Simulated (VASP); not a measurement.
A run of VASP 6.6.1 is set up as follows.

Contents of INCAR:

```
PREC = Accurate ; ENCUT = 520
EDIFF = 1E-6 ; ISMEAR = 0
SIGMA = 0.2 ; LREAL = False
LASPH = True ; NELM = 60
ALGO = Normal ; ISIF = 2
LWAVE = False ; LCHARG = False
GGA = PE ; NBANDS = 56
KPAR = 4
```

KPOINTS

```
Automatic mesh
0
Gamma
  6 6 6
```

Contents of POSCAR:

```
Cd2Hg3S5
1.0
   -0.0008303438     -4.2248286428     -0.0000035708
    4.2249363949      0.0008182277      0.0000811554
   -2.1116010745      2.1118920858     14.8671827546
Cd Hg S
2 3 5
Direct
    0.9004145549      0.9002198768      0.8005655413
    0.0995081174      0.0995474022      0.1994289130
    0.6994483731      0.6994892980      0.3989205476
    0.3005451134      0.3008770563      0.6010843310
    0.5001311436      0.4999546984     -0.0000064098
    0.3512393008      0.8513002398      0.7022875421
    0.9494717663      0.4493744905      0.8988116110
    0.5504228642      0.0505358167      0.1011877040
    0.1487772722      0.6486936879      0.2977148554
    0.7500414938      0.2500074336      0.5000053645
```

Potentials or basis: VASP PAW PBE potentials, release 64 (Cd, Hg, S).

Run with:

```console
$ cat potpaw_PBE.64/Cd/POTCAR potpaw_PBE.64/Hg/POTCAR potpaw_PBE.64/S/POTCAR > POTCAR
$ mpirun -np 4 vasp_std > vasp.out
```

**Question.** Predict the pressure.

**Answer.** 0.3 GPa.

Forces on the atoms (eV/Å):
```
Cd   0.001  0.000  0.001
Cd   0.000  0.000  0.000
Hg   0.000  0.001  0.001
Hg  -0.001 -0.001 -0.001
Hg   0.000  0.000  0.001
S    0.001  0.000 -0.002
S   -0.001  0.000  0.001
S    0.000  0.000 -0.002
S    0.001 -0.001  0.002
S    0.000  0.001  0.000
```
